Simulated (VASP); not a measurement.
Set up this calculation in VASP 6.6.1, as the native input.

```yaml
Task: single point
Functional: HF
Potentials_or_basis: VASP PAW PBE potentials, release 64 (B, N)
Cutoff: 520 eV
k_mesh: 8 × 8 × 8
Occupations: gaussian, width 0.01 eV
Spin: no spin polarisation
Dipole_correction: no
Grid_for_exact_exchange_PRECFOCK: Normal
Further_INCAR_settings: ALGO = Normal; EDIFF = 1e-07; NBANDS = 11
Share_of_exact_exchange: 1
```

The system is BN.

```
B N
1.0
     0.00000    1.80483    1.80483
     1.80483    0.00000    1.80483
     1.80483    1.80483    0.00000
B N
1 1
Cartesian
  0.0000 0.0000 0.0000
  0.9024 0.9024 0.9024
```

These files were run (other wordings do the same):

POSCAR

```
BN
1.0
    0.0000000000      1.8048254535      1.8048254535
    1.8048254535      0.0000000000      1.8048254535
    1.8048254535      1.8048254535      0.0000000000
B N
1 1
Direct
    0.0000000000      0.0000000000      0.0000000000
    0.2500000000      0.2500000000      0.2500000000
```

INCAR.step1

```
SYSTEM = BN
ALGO = Normal
EDIFF = 1E-5
ENCUT = 520
GGA = PE
ISIF = 2
ISMEAR = 0
LASPH = .True.
LREAL = .False.
LWAVE = .True.
NBANDS = 11
NELM = 60
PREC = Accurate
SIGMA = 0.01
```

INCAR.step2

```
SYSTEM = BN
AEXX = 1.0
AGGAC = 0.0
ALDAC = 0.0
ALGO = Normal
EDIFF = 1E-7
ENCUT = 520
GGA = PE
ISIF = 2
ISMEAR = 0
ISTART = 1
LASPH = .True.
LCHARG = .True.
LELF = .True.
LHFCALC = .True.
LREAL = .False.
LVHAR = .True.
LWAVE = .False.
NBANDS = 11
NELM = 60
PREC = Accurate
PRECFOCK = Normal
SIGMA = 0.01
```

KPOINTS

```
k-points
0
Gamma
  8 8 8
  0 0 0
```

Potentials or basis: VASP PAW PBE potentials, release 64 (B, N).

Run with:

```console
$ cat potpaw_PBE.64/B/POTCAR potpaw_PBE.64/N/POTCAR > POTCAR
$ cp INCAR.step1 INCAR
$ mpirun -np 1 vasp_std > vasp.out
$ cp INCAR.step2 INCAR
$ mpirun -np 1 vasp_std > vasp.out
```

It gave:

* Pressure: -3.4 GPa
* Band gap on the k mesh: 13.75 eV (least direct gap 19.44 eV)

Caveat: the cell stands under tension; the PAW data sets were made with another functional, which shifts forces and pressure a little.

Wall time 14 min on 1 thread of AMD EPYC 9R45 96-Core Processor (Zen 5) (shared host), peak memory 0.1 GiB.
